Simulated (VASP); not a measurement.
# HfAu2 (I4/mmm) in VASP: single point with LDA

Aim: the single point of HfAu2 with LDA.

All numbers are computed with VASP 6.6.1; they aren't measurements. Logs are shortened: lines on timing, memory, paths and dates and some standing lists are left out, and cuts for length are marked.

### 1 The cell of the first run

Symmetry: I4/mmm, No. 139, tetragonal system. The conventional cell has a = 3.546 Å, b = 3.546 Å, c = 8.713 Å, α = 90.00°, β = 90.00°, γ = 90.00°. Hf (site symmetry 4/mmm) has 10 Au at 2.90 Å and 4 Hf at 3.55 Å within 3.8 Å. Within 3.8 Å of Au (site symmetry 4mm) lie 9 Au at 2.89 to 3.55 Å and 5 Hf at 2.90 Å.

### 2 Single point, LDA

INCAR reads:

```
SYSTEM = HfAu2
  PREC = Accurate
  ENCUT = 520
  EDIFF = 1E-7
  ISMEAR = 1
  SIGMA = 0.05
  LREAL = .FALSE.
  LASPH = .TRUE.
  NELM = 60
  ALGO = Normal
  ISIF = 2
  LWAVE = .FALSE.
  LCHARG = .FALSE.
  NBANDS = 23
```

KPOINTS reads:

```
regular mesh
0
G
  11 11 11
  0 0 0
```

POSCAR reads:

```
HfAu2
1.0
   -1.7728600000      1.7728600000      4.3563000000
    1.7728600000     -1.7728600000      4.3563000000
    1.7728600000      1.7728600000     -4.3563000000
Hf Au
1 2
Direct
    0.0000000000      0.0000000000      0.0000000000
    0.6673500000      0.6673500000      0.0000000000
    0.3326500000      0.3326500000      0.0000000000
```

Potentials or basis: VASP PAW LDA potentials, release 64 (Hf_pv, Au).

Command:

```
$ cat potpaw_LDA.64/Hf_pv/POTCAR potpaw_LDA.64/Au/POTCAR > POTCAR
$ mpirun -np 1 vasp_std > vasp.out
```

OUTCAR:

```text
SYSTEM = HfAu2
   PREC = Accurate
   ENCUT = 520
   EDIFF = 1E-7
   ISMEAR = 1
   LREAL = .FALSE.
   LASPH = .TRUE.
   NELM = 60
   ISIF = 2

 ion  position               nearest neighbor table
   1  0.000  0.000  0.000-   2 2.90   3 2.90   2 2.90   3 2.90   2 2.90   2 2.90   2 2.90   3 2.90
                             3 2.90   3 2.90
   2  0.667  0.667  0.000-   3 2.89   3 2.89   3 2.89   3 2.89   1 2.90   1 2.90   1 2.90   1 2.90
                             1 2.90   3 2.92
   3  0.333  0.333  0.000-   2 2.89   2 2.89   2 2.89   2 2.89   1 2.90   1 2.90   1 2.90   1 2.90
                             1 2.90   2 2.92

  LATTYP: Found a body centered tetragonal cell.
 ALAT       =     3.5457200000
 C/A-ratio  =     2.4572160238

  Lattice vectors:

 A1 = (  -1.7728600000,   1.7728600000,   4.3563000000)
 A2 = (   1.7728600000,  -1.7728600000,   4.3563000000)
 A3 = (   1.7728600000,   1.7728600000,  -4.3563000000)

Analysis of symmetry for initial positions (statically):
=====================================================================
 Subroutine PRICEL returns:
 Original cell was already a primitive cell.

 Routine SETGRP: Setting up the symmetry group for a
 body centered tetragonal supercell.

 Subroutine GETGRP returns: Found 16 space group operations
 (whereof 16 operations were pure point group operations)
 out of a pool of 16 trial point group operations.

The static configuration has the point symmetry D_4h.

Analysis of symmetry for dynamics (positions and initial velocities):
=====================================================================
 Subroutine PRICEL returns:
 Original cell was already a primitive cell.

 Routine SETGRP: Setting up the symmetry group for a
 body centered tetragonal supercell.

 Subroutine GETGRP returns: Found 16 space group operations
 (whereof 16 operations were pure point group operations)
 out of a pool of 16 trial point group operations.

The dynamic configuration has the point symmetry D_4h.

 Subroutine INISYM returns: Found 16 space group operations
 (whereof 16 operations are pure point group operations),
 and found     1 'primitive' translations

----------------------------------------------------------------------------------------

                                     Primitive cell

  volume of cell :      54.7680

  direct lattice vectors                    reciprocal lattice vectors
    -1.772860000  1.772860000  4.356300000     0.000000000  0.282030166  0.114776301
     1.772860000 -1.772860000  4.356300000     0.282030166  0.000000000  0.114776301
     1.772860000  1.772860000 -4.356300000     0.282030166  0.282030166  0.000000000

  length of vectors
     5.026272461  5.026272461  5.026272461     0.304490745  0.304490745  0.398850886

  position of ions in fractional coordinates (direct lattice)
     0.000000000  0.000000000  0.000000000
     0.667350000  0.667350000  0.000000000
     0.332650000  0.332650000  0.000000000

  ion indices of the primitive-cell ions
   primitive index   ion index
                 1           1
                 2           2
                 3           3

----------------------------------------------------------------------------------------

 KPOINTS: regular mesh

Automatic generation of k-mesh.
 Grid dimensions read from file:
 generate k-points for:   11   11   11

 Generating k-lattice:

  Cartesian coordinates                     Fractional coordinates (reciprocal lattice)
     0.000000000  0.025639106  0.010434209     0.090909091  0.000000000  0.000000000
     0.025639106  0.000000000  0.010434209     0.000000000  0.090909091  0.000000000
     0.025639106  0.025639106  0.000000000     0.000000000  0.000000000  0.090909091

  Length of vectors
     0.027680977  0.027680977  0.036259171

  Shift w.r.t. Gamma in fractional coordinates (k-lattice)
     0.000000000  0.000000000  0.000000000

 Subroutine IBZKPT returns following result:
 ===========================================

 Found    126 irreducible k-points:

 Following reciprocal coordinates:
            Coordinates               Weight
  0.000000  0.000000  0.000000      1.000000
  0.090909 -0.000000  0.000000      8.000000
  0.181818 -0.000000  0.000000      8.000000
  0.272727  0.000000  0.000000      8.000000
  0.363636 -0.000000  0.000000      8.000000
  0.454545  0.000000  0.000000      8.000000
[... 16 lines left out ...]
 -0.272727  0.181818  0.000000     16.000000
 -0.181818  0.181818  0.000000      4.000000
 [... further k-points ...]
   k-points           NKPTS =    126   k-points in BZ     NKDIM =    126   number of bands    NBANDS=     23
   number of dos      NEDOS =    301   number of ions     NIONS =      3
   total plane-waves  NPLWV =  64000
   dimension x,y,z NGX =    40 NGY =   40 NGZ =   40
   dimension x,y,z NGXF=    80 NGYF=   80 NGZF=   80
   ions per type =               1   2
   NGX,Y,Z   is equivalent  to a cutoff of  13.23, 13.23, 13.23 a.u.
   NGXF,Y,Z  is equivalent  to a cutoff of  26.46, 26.46, 26.46 a.u.
 SYSTEM =  HfAu2
   PREC   = accura    normal or accurate (medium, high low for compatibility)
   ISTART =      0    job   : 0-new  1-cont  2-samecut
   ICHARG =      2    charge: 1-file 2-atom 10-const
   ISPIN  =      1    spin polarized calculation?
   LNONCOLLINEAR =      F non collinear calculations
   LSORBIT =      F    spin-orbit coupling
   LASPH  =      T    aspherical Exc in radial PAW
   ENCUT  =  520.0 eV  38.22 Ry    6.18 a.u.   9.35  9.35  9.35*2*pi/ulx,y,z
   NELM   =     60;   NELMIN=  2; NELMDL= -5     # of ELM steps
   EDIFF  = 0.1E-06   stopping-criterion for ELM
   LREAL  =      F    real-space projection
   EDIFFG = 0.1E-05   stopping-criterion for IOM
   NSW    =      0    number of steps for IOM
   IBRION =     -1    ionic relax: 0-MD 1-quasi-New 2-CG
   NFREE  =      0    steps in history (QN), initial steepest desc. (CG)
   ISIF   =      2    stress and relaxation
   ISYM   =      2    0-nonsym 1-usesym 2-fastsym
   POTIM  = 0.5000    time-step for ionic-motion
   TEBEG  =    0.0;   TEEND  =   0.0 temperature during run
   PSTRESS=    0.0 pullay stress
   NELECT =      32.0000    total number of electrons
   NUPDOWN=      -1.0000    fix difference up-down
   EMIN   =  10.00;   EMAX   =-10.00  energy-range for DOS
   EFERMI =   0.00;   METHOD = LEGACY
   ISMEAR =     1;   SIGMA  =   0.05  broadening in eV -4-tet -1-fermi 0-gaus
   EFERMI_NEDOS =   21; number of points for ismear=-14 and -15
   IALGO  =     38    algorithm
   IMIX   =      4    mixing-type and parameters
     AMIX     =   0.40;   BMIX     =  1.00
     AMIX_MAG =   1.60;   BMIX_MAG =  1.00
  volume/ion in A,a.u.               =      18.26       123.20
  Fermi-wavevector in a.u.,A,eV,Ry     =   1.368619  2.586315 25.485322  1.873118
  Thomas-Fermi vector in A             =   2.494567
   LORBIT       =      0    0 simple, 1 ext, 2 COOP (PROOUT), +10 PAW based schemes
   GGA     = CA    functional components
   LHFCALC =     F    Hartree Fock is set to
   AEXX    =    0.0000 exact exchange contribution
   IVDW    =     0    specifies the selected vdW correction
   LEPSILON=     F    determine dielectric tensor
   LRPA    =     F    only Hartree local field effects (RPA)
 non-spin polarized calculation
 Methfessel and Paxton  Order N= 1 SIGMA  =   0.05
  energy-cutoff  :      520.00
  volume of cell :       54.77
 maximum number of plane-waves:      1505
 NGX is ok and might be reduce to    40
   NGX = 19   NGY = 19   NGZ = 19

 number of electron      32.0000000 magnetization

 Free energy of the ion-electron system (eV)
  ---------------------------------------------------
  ext. energy  EPLUGINS =         0.00000000
  ---------------------------------------------------
  free energy    TOTEN  =       -21.43590524 eV

  energy without entropy =      -21.43566245  energy(sigma->0) =      -21.43582431

 E-fermi :   8.7227     XC(G=0): -12.5582

 val. band max:        8.7200168956   @ k =  -0.1818  -0.2727   0.1818
 cond. band min:       8.7267058962   @ k =  -0.0909  -0.1818   0.0909
 fundamental gap:      0.0066890006
 Fermi energy:         8.7226634986

 k-point     1 :       0.0000    0.0000    0.0000
  band No.  band energies     occupation
      1     -22.8827      2.00000
      2     -22.8074      2.00000
      3     -22.8074      2.00000
      4      -1.3505      2.00000
      5       2.0048      2.00000
      6       2.5742      2.00000
[... 15 lines left out ...]
     22      17.8611      0.00000
     23      18.2783      0.00000

 k-point     2 :       0.0909   -0.0000    0.0000
  band No.  band energies     occupation
      1     -22.8817      2.00000
      2     -22.8193      2.00000
      3     -22.8066      2.00000
      4      -1.1920      2.00000
      5       2.0137      2.00000
      6       2.5505      2.00000
[... 15 lines left out ...]
     22      16.6166      0.00000
     23      17.1742      0.00000

 k-point     3 :       0.1818   -0.0000    0.0000
  band No.  band energies     occupation
      1     -22.8788      2.00000
      2     -22.8508      2.00000
      3     -22.8043      2.00000
      4      -0.7316      2.00000
      5       1.9798      2.00000
      6       2.3516      2.00000
[... 15 lines left out ...]
     22      15.3102      0.00000
     23      16.1283      0.00000
[... 495 lines left out ...]
 k-point    23 :      -0.2727    0.1818    0.0000
  band No.  band energies     occupation
      1     -22.8877      2.00000
      2     -22.8705      2.00000
      3     -22.8434      2.00000
      4       0.1341      2.00000
      5       1.9164      2.00000
      6       2.1864      2.00000
[... 15 lines left out ...]
     22      14.6147      0.00000
     23      15.9438      0.00000

 k-point    24 :      -0.1818    0.1818    0.0000
  band No.  band energies     occupation
      1     -22.8740      2.00000
      2     -22.8488      2.00000
      3     -22.8456      2.00000
      4      -0.3791      2.00000
      5       2.1335      2.00000
      6       2.2577      2.00000
[... 15 lines left out ...]
     22      15.0087      0.00000
     23      15.9048      0.00000

 [... further k-points ...]

------------------------ aborting loop because EDIFF is reached ----------------------------------------

  FORCE on cell =-STRESS in cart. coord.  units (eV):
  Direction    XX          YY          ZZ          XY          YZ          ZX
  --------------------------------------------------------------------------------------
  -------------------------------------------------------------------------------------
  Total       -2.4616041     -2.4616041     -2.6909911      0.0000000     -0.0000000      0.0000000
  in kB      -72.0115471    -72.0115471    -78.7220115      0.0000000     -0.0000000      0.0000000
  external PRESSURE =     -74.2483685 kB  Pullay stress =       0.0000000 kB

 VOLUME and BASIS-vectors are now :
 -----------------------------------------------------------------------------
  energy-cutoff  :      520.00
  volume of cell :       54.77
      direct lattice vectors                 reciprocal lattice vectors
    -1.772860000  1.772860000  4.356300000     0.000000000  0.282030166  0.114776301
     1.772860000 -1.772860000  4.356300000     0.282030166  0.000000000  0.114776301
     1.772860000  1.772860000 -4.356300000     0.282030166  0.282030166  0.000000000

 POSITION                                       TOTAL-FORCE (eV/Angst)
 -----------------------------------------------------------------------------------
      0.00000      0.00000      0.00000        -0.000000     -0.000000      0.000000
      0.00000      0.00000      5.81435         0.000000      0.000000      0.032111
      0.00000      0.00000      2.89825        -0.000000     -0.000000     -0.032111
 -----------------------------------------------------------------------------------
    total drift:                                0.000000      0.000000     -0.000000

  FREE ENERGIE OF THE ION-ELECTRON SYSTEM (eV)
  ---------------------------------------------------
  free  energy   TOTEN  =       -21.4359052365 eV

  energy  without entropy=      -21.4356624531  energy(sigma->0) =      -21.43582431
```

Run time: 4.4 min. Hardware: 1 thread of Oxide Virtual Turin-like, shared host; peak memory 0.27 GiB.

What came out:

* Free energy: -21.4359 eV
* Pressure: -7.4 GPa
* Largest force: 0.032 eV/Å
* Band gap on the k mesh: zero (bands 16 and 17 overlap by 0.32 eV)

Forces in eV/Å, atoms in the order of the input:
```
Hf   0.000  0.000  0.000
Au   0.000  0.000  0.032
Au   0.000  0.000 -0.032
```

Stress tensor (GPa, compression positive):
```
-7.20  0.00  0.00
 0.00 -7.20  0.00
 0.00  0.00 -7.87
```

Caveat: the cell stands under tension; spin-orbit coupling is left out, which moves the levels of the heavy elements.
